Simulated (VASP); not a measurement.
Set up this calculation in VASP 6.6.1, as the native input.

| Item | Value |
| --- | --- |
| Task | relaxation of cell and atoms |
| Functional | PBE |
| Potentials or basis | VASP PAW PBE potentials, release 64 (Ti_sv, C) |
| Cutoff | 600 eV |
| k mesh | 11 × 11 × 11 |
| Occupations | fermi-dirac, width 0.05 eV |
| Spin | no spin polarisation |
| Hubbard terms | Ti d U = 4.0 eV |
| Dipole correction | no |
| Further INCAR settings | ALGO = Normal; EDIFF = 1e-07; IBRION = 2; EDIFFG = -0.01; NSW = 60; ISIF = 3 |

The structure of TiC lies in POSCAR:

```
TiC
1.0
    0.0000000000      2.1657188437      2.1657188437
    2.1657188437      0.0000000000      2.1657188437
    2.1657188437      2.1657188437      0.0000000000
Ti C
1 1
Direct
    0.0000000000      0.0000000000      0.0000000000
    0.5000000000      0.5000000000      0.5000000000
```

These files were run (other wordings do the same):

INCAR

```
SYSTEM = TiC
ALGO = Normal
EDIFF = 1E-7
EDIFFG = -0.01
ENCUT = 600
GGA = PE
IBRION = 2
ISIF = 3
ISMEAR = -1
LASPH = .TRUE.
LCHARG = .FALSE.
LDAU = .TRUE.
LDAUJ = 0 0
LDAUL = 2 -1
LDAUPRINT = 1
LDAUTYPE = 2
LDAUU = 4 0
LMAXMIX = 4
LREAL = .FALSE.
LWAVE = .FALSE.
NELM = 150
NSW = 60
PREC = Accurate
SIGMA = 0.05
```

KPOINTS

```
k-points
0
G
  11 11 11
  0 0 0
```

Potentials or basis: VASP PAW PBE potentials, release 64 (Ti_sv, C).

Launch:

```bash
$ cat potpaw_PBE.64/Ti_sv/POTCAR potpaw_PBE.64/C/POTCAR > POTCAR
$ mpirun -np 1 vasp_std > vasp.out
```

It gave:

```json
{
 "Relaxed volume": "10.63 Å³/atom",
 "Relaxed cell": "a = 3.110 Å, b = 3.110 Å, c = 3.110 Å, α = 60.00°, β = 60.00°, γ = 60.00°",
 "Space group after relaxing (to 0.05 Å)": "Fm-3m (No. 225)",
 "Energy gained by relaxing": "16.6 meV/atom",
 "Ionic steps": "3",
 "Pressure after relaxing": "-0.1 GPa",
 "Band gap on the k mesh": "zero (band 8 reaches 10.43 eV, above the bottom of band 9 at 8.92 eV)"
}
```

Caveat: U without spin polarisation on a metal has little footing; the U is typed as a test and isn't derived for this compound.

Wall time 30 s on 1 thread of Intel(R) Xeon(R) Platinum 8259CL CPU @ 2.50GHz (Skylake/Cascade Lake) (shared host), peak memory 0.15 GiB.
